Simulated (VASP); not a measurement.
# SiC (Imm2) in VASP: a series of runs

SiC is run at these levels: PBE; tasks: single point.

Everything below comes from runs of VASP 6.6.1. Logs are shortened: lines on timing, memory, paths and dates and some standing lists are left out, and cuts for length are marked.

**1. The cell of the first run**

It takes space group Imm2 (No. 44, orthorhombic). Conventional cell: a = 3.075 Å, b = 3.075 Å, c = 4.348 Å, α = 90.00°, β = 90.00°, γ = 90.00°. Si (site symmetry mm2) has 4 C at 1.80 to 1.97 Å within 2.4 Å. C (site symmetry mm2) has 4 Si at 1.80 to 1.97 Å within 2.4 Å.

**2. Single point, PBE (all C atoms moved -0.150 Å, as atom 2 along Cartesian [0 0 1])**

File INCAR:

```
PREC = Accurate
ENCUT = 520
EDIFF = 1E-7
ISMEAR = 0
SIGMA = 0.05
LREAL = False
LASPH = True
NELM = 80
ALGO = Normal
ISIF = 2
LWAVE = False
LCHARG = False
GGA = PE
NBANDS = 11
```

File KPOINTS:

```
regular mesh
0
Gamma
  12 12 12
```

File POSCAR:

```
SiC
1.0
    0.0000000000      2.1740000000      2.1740000000
    2.1740000000      0.0000000000      2.1740000000
    2.1740000000      2.1740000000      0.0000000000
Si C
1 1
Direct
    0.0000000000      0.0000000000      0.0000000000
    0.7155013799      0.7155013799      0.7844986201
```

Potentials or basis: VASP PAW PBE potentials, release 64 (Si, C).

Launch:

```console
$ cat potpaw_PBE.64/Si/POTCAR potpaw_PBE.64/C/POTCAR > POTCAR
$ mpirun -np 1 vasp_std > vasp.out
```

OUTCAR:

```text
PREC = Accurate
   ENCUT = 520
   EDIFF = 1E-7
   ISMEAR = 0
   LREAL = False
   LASPH = True
   NELM = 80
   ISIF = 2
   GGA = PE

 ion  position               nearest neighbor table
   1  0.000  0.000  0.000-   2 1.80   2 1.80   2 1.97   2 1.97
   2  0.716  0.716  0.784-   1 1.80   1 1.80   1 1.97   1 1.97

  LATTYP: Found a face centered cubic cell.
 ALAT       =     4.3480000000

  Lattice vectors:

 A1 = (   0.0000000000,   2.1740000000,   2.1740000000)
 A2 = (   2.1740000000,   0.0000000000,   2.1740000000)
 A3 = (   2.1740000000,   2.1740000000,   0.0000000000)

Analysis of symmetry for initial positions (statically):
=====================================================================
 Subroutine PRICEL returns:
 Original cell was already a primitive cell.

 Routine SETGRP: Setting up the symmetry group for a
 face centered cubic supercell.

 Subroutine GETGRP returns: Found  4 space group operations
 (whereof  4 operations were pure point group operations)
 out of a pool of 48 trial point group operations.

The static configuration has the point symmetry C_2v.

Analysis of symmetry for dynamics (positions and initial velocities):
=====================================================================
 Subroutine PRICEL returns:
 Original cell was already a primitive cell.

 Routine SETGRP: Setting up the symmetry group for a
 face centered cubic supercell.

 Subroutine GETGRP returns: Found  4 space group operations
 (whereof  4 operations were pure point group operations)
 out of a pool of 48 trial point group operations.

The dynamic configuration has the point symmetry C_2v.

 Subroutine INISYM returns: Found  4 space group operations
 (whereof  4 operations are pure point group operations),
 and found     1 'primitive' translations

----------------------------------------------------------------------------------------

                                     Primitive cell

  volume of cell :      20.5498

  direct lattice vectors                    reciprocal lattice vectors
     0.000000000  2.174000000  2.174000000    -0.229990800  0.229990800  0.229990800
     2.174000000  0.000000000  2.174000000     0.229990800 -0.229990800  0.229990800
     2.174000000  2.174000000  0.000000000     0.229990800  0.229990800 -0.229990800

  length of vectors
     3.074500285  3.074500285  3.074500285     0.398355752  0.398355752  0.398355752

  position of ions in fractional coordinates (direct lattice)
     0.000000000  0.000000000  0.000000000
[... 85 lines left out ...]
   ISYM   =      2    0-nonsym 1-usesym 2-fastsym
   POTIM  = 0.5000    time-step for ionic-motion
   TEBEG  =    0.0;   TEEND  =   0.0 temperature during run
   PSTRESS=    0.0 pullay stress
   NELECT =       8.0000    total number of electrons
   NUPDOWN=      -1.0000    fix difference up-down
   EMIN   =  10.00;   EMAX   =-10.00  energy-range for DOS
   EFERMI =   0.00;   METHOD = LEGACY
   ISMEAR =     0;   SIGMA  =   0.05  broadening in eV -4-tet -1-fermi 0-gaus
   EFERMI_NEDOS =   21; number of points for ismear=-14 and -15
   IALGO  =     38    algorithm
   IMIX   =      4    mixing-type and parameters
     AMIX     =   0.40;   BMIX     =  1.00
     AMIX_MAG =   1.60;   BMIX_MAG =  1.00
  volume/ion in A,a.u.               =      10.27        69.34
  Fermi-wavevector in a.u.,A,eV,Ry     =   1.195369  2.258920 19.441458  1.428907
  Thomas-Fermi vector in A             =   2.331336
   LORBIT       =      0    0 simple, 1 ext, 2 COOP (PROOUT), +10 PAW based schemes
   GGA     = PE    functional components
   LHFCALC =     F    Hartree Fock is set to
   AEXX    =    0.0000 exact exchange contribution
   IVDW    =     0    specifies the selected vdW correction
   LEPSILON=     F    determine dielectric tensor
   LRPA    =     F    only Hartree local field effects (RPA)
 non-spin polarized calculation
 Gauss-broadening in eV      SIGMA  =   0.05
  energy-cutoff  :      520.00
  volume of cell :       20.55
 maximum number of plane-waves:       568
   NGX = 11   NGY = 11   NGZ = 11

 number of electron       8.0000000 magnetization

 Free energy of the ion-electron system (eV)
  ---------------------------------------------------
  ext. energy  EPLUGINS =         0.00000000
  ---------------------------------------------------
  free energy    TOTEN  =       -14.83801622 eV

  energy without entropy =      -14.83801622  energy(sigma->0) =      -14.83801622

 E-fermi :   9.0724     XC(G=0): -11.3869

 val. band max:        8.8085770848   @ k =   0.0000   0.0000   0.0000
 cond. band min:       9.4682497655   @ k =   0.0000   0.5000   0.5000
 fundamental gap:      0.6596726807
 Fermi energy:         9.0724094445

 k-point     1 :       0.0000    0.0000    0.0000
  band No.  band energies     occupation
      1      -7.2890      2.00000
      2       7.4124      2.00000
      3       8.2280      2.00000
      4       8.8086      2.00000
      5      14.3869      0.00000
      6      15.3309      0.00000
      7      15.5205      0.00000
      8      15.8952      0.00000
      9      22.6903      0.00000
     10      22.6930      0.00000
     11      24.6674      0.00000
[... 309 lines left out ...]
 k-point    24 :       0.3333    0.0833    0.0000
  band No.  band energies     occupation
      1      -5.3940      2.00000
      2       2.4445      2.00000
      3       6.9020      2.00000
      4       7.4553      2.00000
      5      14.0753      0.00000
      6      15.9841      0.00000
      7      16.3572      0.00000
      8      17.5822      0.00000
      9      20.9606      0.00000
     10      23.3436      0.00000
     11      24.2525      0.00000

 [... further k-points ...]

------------------------ aborting loop because EDIFF is reached ----------------------------------------

  FORCE on cell =-STRESS in cart. coord.  units (eV):
  Direction    XX          YY          ZZ          XY          YZ          ZX
  --------------------------------------------------------------------------------------
  -------------------------------------------------------------------------------------
  Total        1.1388584      1.1388584      0.5897539     -1.3359489      0.0000000      0.0000000
  in kB       88.7915646     88.7915646     45.9804058   -104.1578060      0.0000000      0.0000000
  external PRESSURE =      74.5211784 kB  Pullay stress =       0.0000000 kB

 VOLUME and BASIS-vectors are now :
 -----------------------------------------------------------------------------
  energy-cutoff  :      520.00
  volume of cell :       20.55
      direct lattice vectors                 reciprocal lattice vectors
     0.000000000  2.174000000  2.174000000    -0.229990800  0.229990800  0.229990800
     2.174000000  0.000000000  2.174000000     0.229990800 -0.229990800  0.229990800
     2.174000000  2.174000000  0.000000000     0.229990800  0.229990800 -0.229990800

 POSITION                                       TOTAL-FORCE (eV/Angst)
 -----------------------------------------------------------------------------------
      0.00000      0.00000      0.00000         0.000000      0.000000     -2.842090
      3.26100      3.26100      3.11100         0.000000      0.000000      2.842090
 -----------------------------------------------------------------------------------
    total drift:                               -0.000000     -0.000000      0.000025

  FREE ENERGIE OF THE ION-ELECTRON SYSTEM (eV)
  ---------------------------------------------------
  free  energy   TOTEN  =       -14.8380162163 eV

  energy  without entropy=      -14.8380162163  energy(sigma->0) =      -14.83801622
```

OSZICAR:

```text
N       E                     dE             d eps       ncg     rms          rms(c)
DAV:   1     0.401775249498E+01    0.40178E+01   -0.39660E+03  6355   0.611E+02
DAV:   2    -0.161742441358E+02   -0.20192E+02   -0.19262E+02  7759   0.111E+02
DAV:   3    -0.167855343691E+02   -0.61129E+00   -0.61025E+00  7585   0.161E+01
DAV:   4    -0.167878540890E+02   -0.23197E-02   -0.23196E-02  7018   0.126E+00
DAV:   5    -0.167878644793E+02   -0.10390E-04   -0.10390E-04  7528   0.782E-02    0.907E+00
DAV:   6    -0.148995691891E+02    0.18883E+01   -0.68141E+00  6859   0.117E+01    0.398E+00
DAV:   7    -0.148461353125E+02    0.53434E-01   -0.40602E-01  7405   0.367E+00    0.183E+00
DAV:   8    -0.148378224782E+02    0.83128E-02   -0.22109E-02  6985   0.988E-01    0.174E-01
DAV:   9    -0.148379057440E+02   -0.83266E-04   -0.17794E-03  7597   0.243E-01    0.112E-01
DAV:  10    -0.148380106008E+02   -0.10486E-03   -0.23775E-04  6867   0.963E-02    0.292E-02
DAV:  11    -0.148380158895E+02   -0.52887E-05   -0.32383E-05  7429   0.320E-02    0.830E-03
DAV:  12    -0.148380161181E+02   -0.22864E-06   -0.15058E-06  7198   0.817E-03    0.128E-03
DAV:  13    -0.148380162163E+02   -0.98214E-07   -0.15598E-07  7139   0.270E-03
   1 F= -.14838016E+02 E0= -.14838016E+02  d E =-.132270E-16
```

Run time: 68 s. Hardware: 1 thread of AMD EPYC 7R13, shared host; peak memory 0.15 GiB.

What came out:

```yaml
Free_energy: -14.8380 eV
Pressure: 7.5 GPa
Largest_force: 2.842 eV/Å
Band_gap_on_the_k_mesh: 0.66 eV (least direct gap 4.19 eV)
```

Forces in eV/Å, atoms in the order of the input:
```
Si   0.000  0.000 -2.842
C    0.000  0.000  2.842
```

Stress tensor (GPa, compression positive):
```
  8.88 -10.42   0.00
-10.42   8.88   0.00
  0.00   0.00   4.60
```

Caveat: the cell differs from its parent crystal (all C atoms moved -0.150 Å, as atom 2 along Cartesian [0 0 1]); the cell stands under pressure; forces of over 1 eV/Å act on the atoms, so gaps and moduli don't describe the material at rest.

**3. Single point, PBE (all C atoms moved +0.263 Å, as atom 2 along Cartesian [0 0 1])**

File INCAR:

```
SYSTEM = SiC
PREC = Accurate
ENCUT = 520
EDIFF = 1E-6
ISMEAR = 0
SIGMA = 0.05
LREAL = .FALSE.
LASPH = .TRUE.
NELM = 80
ALGO = Normal
ISIF = 2
LWAVE = .FALSE.
LCHARG = .FALSE.
GGA = PE
NBANDS = 11
```

File KPOINTS:

```
Automatic mesh
0
G
  12 12 12
  0 0 0
```

POSCAR: that of step 2 with these lines changed.

```diff
@@ -9,2 +9,2 @@
     0.0000000000      0.0000000000      0.0000000000
-    0.7155013799      0.7155013799      0.7844986201
+    0.8103725851      0.8103725851      0.6896274149
```

Potentials or basis: VASP PAW PBE potentials, release 64 (Si, C).

Launch:

```console
$ cat potpaw_PBE.64/Si/POTCAR potpaw_PBE.64/C/POTCAR > POTCAR
$ mpirun -np 1 vasp_std > vasp.out
```

Wall time 64 s (1 thread of AMD EPYC 7R13, shared host); peak memory 0.15 GiB.

The run converged. Its results:

```
Free energy            : -14.4114 eV
Pressure               : 12.8 GPa
Largest force          : 4.682 eV/Å
Band gap on the k mesh : 0.21 eV (least direct gap 3.95 eV)
```

Forces on the atoms (eV/Å):
```
Si   0.000  0.000  4.682
C    0.000  0.000 -4.682
```

Stress tensor (GPa, compression positive):
```
17.10 18.97  0.00
18.97 17.10  0.00
 0.00  0.00  4.20
```

Levels at points of the mesh, in eV from the valence-band top:
| k point | band 2 | band 3 | band 4 | band 5 | band 6 | band 7 |
| --- | --- | --- | --- | --- | --- | --- |
| (0.00, 0.00, 0.00) | -2.32 | -0.81 | 0.00 | 5.03 | 6.20 | 6.38 |
| (0.50, 0.00, 0.00) | -9.04 | -3.18 | -1.32 | 4.24 | 5.37 | 6.96 |
| (0.00, 0.00, 0.50) | -10.05 | -2.37 | -1.12 | 4.24 | 5.57 | 7.38 |
| (0.50, 0.50, 0.00) | -8.57 | -4.93 | -3.65 | 0.30 | 3.49 | 13.10 |
| (0.00, 0.50, 0.50) | -8.93 | -4.01 | -3.93 | 0.21 | 3.02 | 12.68 |

Caveat: the cell differs from its parent crystal (all C atoms moved +0.263 Å, as atom 2 along Cartesian [0 0 1]); the cell stands under pressure; forces of over 1 eV/Å act on the atoms, so gaps and moduli don't describe the material at rest. A k mesh can miss the band edges.

[end of part 1 of 2]
